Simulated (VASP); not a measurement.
# GaN (Cm) in VASP: notebook, part 2 of 2

VASP 6.6.1.

## (6) Single point, r2SCAN (atom 3 (N) moved by (-0.100, -0.200) A along y and z)

POSCAR

```
GaN
1.0
    3.1830984299      0.0000000000      0.0000000000
   -1.5915492150      2.7566441030      0.0000000000
    0.0000000000      0.0000000000      5.1835962425
Ga N
2 2
Direct
    0.3333333333      0.6666666667      0.9991101046
    0.6666666667      0.3333333333      0.4991101046
    0.3151953372      0.6303906745      0.3373066434
    0.6666666667      0.3333333333      0.8758898954
```

INCAR.step1

```
SYSTEM = GaN
ALGO     = Normal         ! electronic algorithm
EDIFF    = 1E-4           ! SCF threshold, eV
ENCUT    = 520            ! plane-wave cutoff, eV
GGA      = PE             ! functional
ISMEAR   = 0              ! smearing method
LASPH    = .TRUE.         ! aspherical terms in the spheres
LCHARG   = .FALSE.        ! write CHGCAR
LREAL    = .FALSE.        ! projectors in reciprocal space
LWAVE    = .TRUE.         ! write WAVECAR
NBANDS   = 26             ! bands
NELM     = 80             ! most SCF steps
PREC     = Accurate       ! precision mode
SIGMA    = 0.05           ! smearing width, eV
```

INCAR.step2

```
SYSTEM = GaN
ALGO     = Normal         ! electronic algorithm
EDIFF    = 1E-6           ! SCF threshold, eV
ENCUT    = 520            ! plane-wave cutoff, eV
ISIF     = 2              ! what is computed and relaxed
ISMEAR   = 0              ! smearing method
ISTART   = 1            
LASPH    = .TRUE.         ! aspherical terms in the spheres
LCHARG   = .FALSE.        ! write CHGCAR
LMIXTAU  = .TRUE.       
LREAL    = .FALSE.        ! projectors in reciprocal space
LWAVE    = .FALSE.        ! write WAVECAR
METAGGA  = R2SCAN         ! meta-GGA
NBANDS   = 26             ! bands
NELM     = 80             ! most SCF steps
PREC     = Accurate       ! precision mode
SIGMA    = 0.05           ! smearing width, eV
```

KPOINTS

```
k-points
0
G
  12 12 6
  0 0 0
```

Potentials or basis: VASP PAW PBE potentials, release 64 (Ga_d, N).

Started as:

```sh
$ cat potpaw_PBE.64/Ga_d/POTCAR potpaw_PBE.64/N/POTCAR > POTCAR
$ cp INCAR.step1 INCAR
$ mpirun -np 1 vasp_std > vasp.out
$ cp INCAR.step2 INCAR
$ mpirun -np 1 vasp_std > vasp.out
```

OUTCAR:

```text
SYSTEM = GaN
   EDIFF = 1E-6
   ENCUT = 520
   ISIF = 2
   ISMEAR = 0
   ISTART = 1
   LASPH = .TRUE.
   LREAL = .FALSE.
   METAGGA = R2SCAN
   NELM = 80
   PREC = Accurate

 ion  position               nearest neighbor table
   1  0.333  0.667  0.999-   3 1.76   4 1.95   4 1.95   4 1.95
   2  0.667  0.333  0.499-   4 1.95   3 1.98   3 1.98   3 2.11
   3  0.315  0.630  0.337-   1 1.76   2 1.98   2 1.98   2 2.11
   4  0.667  0.333  0.876-   1 1.95   1 1.95   1 1.95   2 1.95

  LATTYP: Found a hexagonal cell.
 ALAT       =     3.1830984299
 C/A-ratio  =     1.6284750084

  Lattice vectors:

 A1 = (   3.1830984299,   0.0000000000,   0.0000000000)
 A2 = (  -1.5915492150,   2.7566441030,   0.0000000000)
 A3 = (   0.0000000000,   0.0000000000,   5.1835962425)

Analysis of symmetry for initial positions (statically):
=====================================================================
 Subroutine PRICEL returns:
 Original cell was already a primitive cell.

 Routine SETGRP: Setting up the symmetry group for a
 hexagonal supercell.

 Subroutine GETGRP returns: Found  2 space group operations
 (whereof  2 operations were pure point group operations)
 out of a pool of 24 trial point group operations.

The static configuration has the point symmetry C_1h.

Analysis of symmetry for dynamics (positions and initial velocities):
=====================================================================
 Subroutine PRICEL returns:
 Original cell was already a primitive cell.

 Routine SETGRP: Setting up the symmetry group for a
 hexagonal supercell.

 Subroutine GETGRP returns: Found  2 space group operations
 (whereof  2 operations were pure point group operations)
 out of a pool of 24 trial point group operations.

The dynamic configuration has the point symmetry C_1h.

 Subroutine INISYM returns: Found  2 space group operations
 (whereof  2 operations are pure point group operations),
 and found     1 'primitive' translations

----------------------------------------------------------------------------------------

                                     Primitive cell

  volume of cell :      45.4843

  direct lattice vectors                    reciprocal lattice vectors
     3.183098430  0.000000000  0.000000000     0.314159308  0.181379961  0.000000000
    -1.591549215  2.756644103  0.000000000     0.000000000  0.362759922  0.000000000
     0.000000000  0.000000000  5.183596243     0.000000000  0.000000000  0.192916260

  length of vectors
     3.183098430  3.183098430  5.183596243     0.362759922  0.362759922  0.192916260

  position of ions in fractional coordinates (direct lattice)
     0.333333333  0.666666667  0.999110105
     0.666666667  0.333333333  0.499110105
     0.315195337  0.630390674  0.337306643
     0.666666667  0.333333333  0.875889895

  ion indices of the primitive-cell ions
   primitive index   ion index
                 1           1
                 2           2
                 3           3
                 4           4

----------------------------------------------------------------------------------------

 KPOINTS: k-points

Automatic generation of k-mesh.
 Grid dimensions read from file:
 generate k-points for:   12   12    6

 Generating k-lattice:

  Cartesian coordinates                     Fractional coordinates (reciprocal lattice)
     0.026179942  0.015114997  0.000000000     0.083333333  0.000000000  0.000000000
     0.000000000  0.030229994  0.000000000     0.000000000  0.083333333  0.000000000
     0.000000000  0.000000000  0.032152710     0.000000000  0.000000000  0.166666667

  Length of vectors
     0.030229994  0.030229994  0.032152710

  Shift w.r.t. Gamma in fractional coordinates (k-lattice)
     0.000000000  0.000000000  0.000000000

 Subroutine IBZKPT returns following result:
 ===========================================

 Found    242 irreducible k-points:

 Following reciprocal coordinates:
            Coordinates               Weight
  0.000000  0.000000  0.000000      1.000000
  0.083333  0.000000  0.000000      4.000000
  0.000000  0.083333  0.000000      2.000000
  0.166667  0.000000  0.000000      4.000000
  0.000000  0.166667  0.000000      2.000000
  0.250000  0.000000  0.000000      4.000000
[... 16 lines left out ...]
 -0.083333  0.416667  0.000000      4.000000
 -0.416667  0.333333  0.000000      4.000000
 [... further k-points ...]
   k-points           NKPTS =    242   k-points in BZ     NKDIM =    242   number of bands    NBANDS=     26
   number of dos      NEDOS =    301   number of ions     NIONS =      4
   total plane-waves  NPLWV =  23040
   dimension x,y,z NGX =    24 NGY =   24 NGZ =   40
   dimension x,y,z NGXF=    48 NGYF=   48 NGZF=   80
   ions per type =               2   2
   NGX,Y,Z   is equivalent  to a cutoff of  12.53, 12.53, 12.83 a.u.
   NGXF,Y,Z  is equivalent  to a cutoff of  25.07, 25.07, 25.66 a.u.
 SYSTEM =  GaN
   PREC   = accura    normal or accurate (medium, high low for compatibility)
   ISTART =      1    job   : 0-new  1-cont  2-samecut
   ICHARG =      0    charge: 1-file 2-atom 10-const
   ISPIN  =      1    spin polarized calculation?
   LNONCOLLINEAR =      F non collinear calculations
   LSORBIT =      F    spin-orbit coupling
   LASPH  =      T    aspherical Exc in radial PAW
   ENCUT  =  520.0 eV  38.22 Ry    6.18 a.u.   5.92  5.92  9.64*2*pi/ulx,y,z
   NELM   =     80;   NELMIN=  2; NELMDL=  0     # of ELM steps
   EDIFF  = 0.1E-05   stopping-criterion for ELM
   LREAL  =      F    real-space projection
   EDIFFG = 0.1E-04   stopping-criterion for IOM
   NSW    =      0    number of steps for IOM
   IBRION =     -1    ionic relax: 0-MD 1-quasi-New 2-CG
   NFREE  =      0    steps in history (QN), initial steepest desc. (CG)
   ISIF   =      2    stress and relaxation
   ISYM   =      2    0-nonsym 1-usesym 2-fastsym
   POTIM  = 0.5000    time-step for ionic-motion
   TEBEG  =    0.0;   TEEND  =   0.0 temperature during run
   PSTRESS=    0.0 pullay stress
   NELECT =      36.0000    total number of electrons
   NUPDOWN=      -1.0000    fix difference up-down
   EMIN   =  10.00;   EMAX   =-10.00  energy-range for DOS
   EFERMI =   0.00;   METHOD = LEGACY
   ISMEAR =     0;   SIGMA  =   0.05  broadening in eV -4-tet -1-fermi 0-gaus
   EFERMI_NEDOS =   21; number of points for ismear=-14 and -15
   IALGO  =     38    algorithm
   IMIX   =      4    mixing-type and parameters
     AMIX     =   0.40;   BMIX     =  1.00
     AMIX_MAG =   1.60;   BMIX_MAG =  1.00
  volume/ion in A,a.u.               =      11.37        76.74
  Fermi-wavevector in a.u.,A,eV,Ry     =   1.514334  2.861676 31.200984  2.293208
  Thomas-Fermi vector in A             =   2.624005
   LORBIT       =      0    0 simple, 1 ext, 2 COOP (PROOUT), +10 PAW based schemes
   METAGGA = R2SCAN    functional components
   LHFCALC =     F    Hartree Fock is set to
   AEXX    =    0.0000 exact exchange contribution
   IVDW    =     0    specifies the selected vdW correction
   LEPSILON=     F    determine dielectric tensor
   LRPA    =     F    only Hartree local field effects (RPA)
 non-spin polarized calculation
 Gauss-broadening in eV      SIGMA  =   0.05
  energy-cutoff  :      520.00
  volume of cell :       45.48
 maximum number of plane-waves:      1248
   NGX = 11   NGY = 11   NGZ = 19

 number of electron      35.9999992 magnetization

 Free energy of the ion-electron system (eV)
  ---------------------------------------------------
  ext. energy  EPLUGINS =         0.00000000
  ---------------------------------------------------
  free energy    TOTEN  =       -43.30947981 eV

  energy without entropy =      -43.30947981  energy(sigma->0) =      -43.30947981

 E-fermi :   5.4781     XC(G=0): -12.6641

 val. band max:        5.2699112496   @ k =   0.0000   0.0000   0.0000
 cond. band min:       7.3489658674   @ k =   0.0000   0.0000   0.0000
 fundamental gap:      2.0790546178
 Fermi energy:         5.4780821402

 k-point     1 :       0.0000    0.0000    0.0000
  band No.  band energies     occupation
      1     -11.7949      2.00000
      2     -10.7236      2.00000
      3      -8.8405      2.00000
      4      -8.8369      2.00000
      5      -8.8012      2.00000
      6      -8.6284      2.00000
[... 685 lines left out ...]
     25      18.0762      0.00000
     26      19.4599      0.00000

 [... further k-points ...]

------------------------ aborting loop because EDIFF is reached ----------------------------------------

  FORCE on cell =-STRESS in cart. coord.  units (eV):
  Direction    XX          YY          ZZ          XY          YZ          ZX
  --------------------------------------------------------------------------------------
  -------------------------------------------------------------------------------------
  Total        0.1131602     -0.7958705      4.5637994      0.0000000     -0.5669489      0.0000000
  in kB        3.9860464    -28.0343857    160.7589614      0.0000000    -19.9706679      0.0000000
  external PRESSURE =      45.5702073 kB  Pullay stress =       0.0000000 kB

 VOLUME and BASIS-vectors are now :
 -----------------------------------------------------------------------------
  energy-cutoff  :      520.00
  volume of cell :       45.48
      direct lattice vectors                 reciprocal lattice vectors
     3.183098430  0.000000000  0.000000000     0.314159308  0.181379961  0.000000000
    -1.591549215  2.756644103  0.000000000     0.000000000  0.362759922  0.000000000
     0.000000000  0.000000000  5.183596243     0.000000000  0.000000000  0.192916260

 POSITION                                       TOTAL-FORCE (eV/Angst)
 -----------------------------------------------------------------------------------
     -0.00000      1.83776      5.17898        -0.000000      0.080995     -2.904924
      1.59155      0.91888      2.58719         0.000000     -0.581251     -1.038594
     -0.00000      1.73776      1.74846        -0.000000      0.570347      5.245397
      1.59155      0.91888      4.54026         0.000000     -0.070091     -1.301879
 -----------------------------------------------------------------------------------
    total drift:                               -0.000000     -0.002062      0.024884

  FREE ENERGIE OF THE ION-ELECTRON SYSTEM (eV)
  ---------------------------------------------------
  free  energy   TOTEN  =       -43.3094798110 eV

  energy  without entropy=      -43.3094798110  energy(sigma->0) =      -43.30947981
```

Run time: 4.2 min. Hardware: 1 thread of Intel Xeon 6975P-C (Granite Rapids), shared host; peak memory 0.35 GiB.

Results:

```yaml
Free_energy: -43.3095 eV
Pressure: 4.6 GPa
Largest_force: 5.276 eV/Å
Band_gap_on_the_k_mesh: 2.08 eV
```

Forces in eV/Å, atoms in the order of the input:
```
Ga   0.000  0.081 -2.905
Ga   0.000 -0.581 -1.039
N    0.000  0.570  5.245
N    0.000 -0.070 -1.302
```

Levels at points of the mesh, in eV from the valence-band top:
```tsv
k point	band 15	band 16	band 17	band 18	band 19	band 20	band 21	band 22
(0.00, 0.00, 0.00)	-1.15	-0.47	-0.07	0.00	2.08	4.89	9.24	10.41
(0.50, 0.00, 0.00)	-4.65	-2.95	-2.79	-0.86	5.45	5.85	6.08	9.52
(0.00, 0.50, 0.00)	-4.82	-3.02	-2.47	-0.93	5.37	5.44	5.88	9.45
(0.00, 0.00, 0.50)	-0.90	-0.83	-0.62	-0.34	4.52	4.63	8.06	10.40
(0.50, 0.00, 0.50)	-2.42	-2.31	-2.09	-1.62	4.32	4.56	7.76	9.07
(0.00, 0.50, 0.50)	-2.51	-2.33	-2.20	-1.81	4.52	4.69	7.64	8.81
```

Caveat: the cell differs from its parent crystal (atom 3 (N) moved by (-0.100, -0.200) A along y and z); the stress differs along the axes, from -3 to 16 GPa; the PAW data sets were made with another functional, which shifts forces and pressure a little.

## (7) Single point, r2SCAN (atom 3 (N) moved by (-0.100, +0.000) A along y and z)

POSCAR: that of step 6 with these lines changed.

```diff
@@ -10,3 +10,3 @@
     0.6666666667      0.3333333333      0.4991101046
-    0.3151953372      0.6303906745      0.3373066434
+    0.3151953372      0.6303906745      0.3758898954
     0.6666666667      0.3333333333      0.8758898954
```

INCAR.step1

```
SYSTEM = GaN
PREC     = Accurate       ! precision mode
ENCUT    = 520            ! plane-wave cutoff, eV
ISMEAR   = 0              ! smearing method
SIGMA    = 0.05           ! smearing width, eV
LREAL    = .FALSE.        ! projectors in reciprocal space
LASPH    = .TRUE.         ! aspherical terms in the spheres
NELM     = 60             ! most SCF steps
NBANDS   = 26             ! bands
GGA      = PE             ! functional
ALGO     = Normal         ! electronic algorithm
EDIFF    = 1E-4           ! SCF threshold, eV
LWAVE    = .TRUE.         ! write WAVECAR
LCHARG   = .FALSE.        ! write CHGCAR
```

INCAR.step2

```
SYSTEM = GaN
PREC     = Accurate       ! precision mode
ENCUT    = 520            ! plane-wave cutoff, eV
EDIFF    = 1E-6           ! SCF threshold, eV
ISMEAR   = 0              ! smearing method
SIGMA    = 0.05           ! smearing width, eV
LREAL    = .FALSE.        ! projectors in reciprocal space
LASPH    = .TRUE.         ! aspherical terms in the spheres
NELM     = 60             ! most SCF steps
ALGO     = Normal         ! electronic algorithm
ISIF     = 2              ! what is computed and relaxed
LWAVE    = .FALSE.        ! write WAVECAR
LCHARG   = .FALSE.        ! write CHGCAR
METAGGA  = R2SCAN         ! meta-GGA
LMIXTAU  = .TRUE.       
NBANDS   = 26             ! bands
ISTART   = 1
```

KPOINTS

```
Automatic mesh
0
G
  12 12 6
  0 0 0
```

Started as:

```sh
$ cat potpaw_PBE.64/Ga_d/POTCAR potpaw_PBE.64/N/POTCAR > POTCAR
$ cp INCAR.step1 INCAR
$ mpirun -np 1 vasp_std > vasp.out
$ cp INCAR.step2 INCAR
$ mpirun -np 1 vasp_std > vasp.out
```

Wall time 4.7 min (1 thread of Intel Xeon 6975P-C (Granite Rapids), shared host); peak memory 0.35 GiB.

It converged, with:

| Property | Result |
| --- | --- |
| Free energy | -43.7579 eV |
| Pressure | 1.6 GPa |
| Largest force | 1.197 eV/Å |
| Band gap on the k mesh | 2.27 eV |

Forces on the atoms (eV/Å):
```
Ga   0.000 -0.105  0.028
Ga   0.000 -1.016  0.126
N    0.000  1.187 -0.151
N    0.000 -0.066 -0.003
```

Stress tensor (GPa, compression positive):
```
 5.03  0.00  0.00
 0.00 -1.41 -1.56
 0.00 -1.56  1.12
```

Levels at points of the mesh, in eV from the valence-band top:
| k point | band 16 | band 17 | band 18 | band 19 | band 20 | band 21 |
| --- | --- | --- | --- | --- | --- | --- |
| (0.00, 0.00, 0.00) | -0.12 | -0.11 | 0.00 | 2.27 | 4.75 | 9.82 |
| (0.50, 0.00, 0.00) | -2.86 | -2.42 | -1.07 | 5.50 | 6.09 | 6.69 |
| (0.00, 0.50, 0.00) | -2.96 | -2.07 | -1.14 | 5.50 | 5.90 | 6.09 |
| (0.00, 0.00, 0.50) | -0.63 | -0.60 | -0.38 | 4.69 | 4.69 | 9.09 |
| (0.50, 0.00, 0.50) | -2.07 | -1.98 | -1.82 | 4.73 | 4.78 | 8.36 |
| (0.00, 0.50, 0.50) | -2.11 | -2.07 | -2.07 | 4.89 | 5.00 | 8.07 |

Caveat: the cell differs from its parent crystal (atom 3 (N) moved by (-0.100, +0.000) A along y and z); the stress differs along the axes, from -1 to 5 GPa; the PAW data sets were made with another functional, which shifts forces and pressure a little.

## (8) Summary

```tsv
cell	gap on the mesh (eV)	pressure (GPa)	largest force (eV/Å)
as given, atomic positions A	2.29	1.7	1.69
as given, atomic positions B	2.20	4.1	3.69
as given, atomic positions C	2.20	2.2	2.27
as given, atomic positions D	2.27	2.3	2.24
as given, atomic positions E	2.08	4.6	5.28
as given, atomic positions F	2.27	1.6	1.20
```

Alike in all rows: task single point; level r2SCAN; potentials or basis VASP PAW PBE potentials, release 64 (Ga_d, N); no spin polarisation; k mesh 12 × 12 × 6; cutoff (eV) 520; smearing gaussian 0.05 eV.

Caveats: the PAW data sets were made with another functional, which shifts forces and pressure a little; the stress differs along the axes, from -2 to 6 GPa (at least some runs); the stress differs along the axes, from -1 to 13 GPa (at least some runs); the stress differs along the axes, from -1 to 8 GPa (at least some runs); the stress differs along the axes, from -3 to 16 GPa (at least some runs); the stress differs along the axes, from -1 to 5 GPa (at least some runs).

Absolute energies hang on the potentials; compare differences alone.
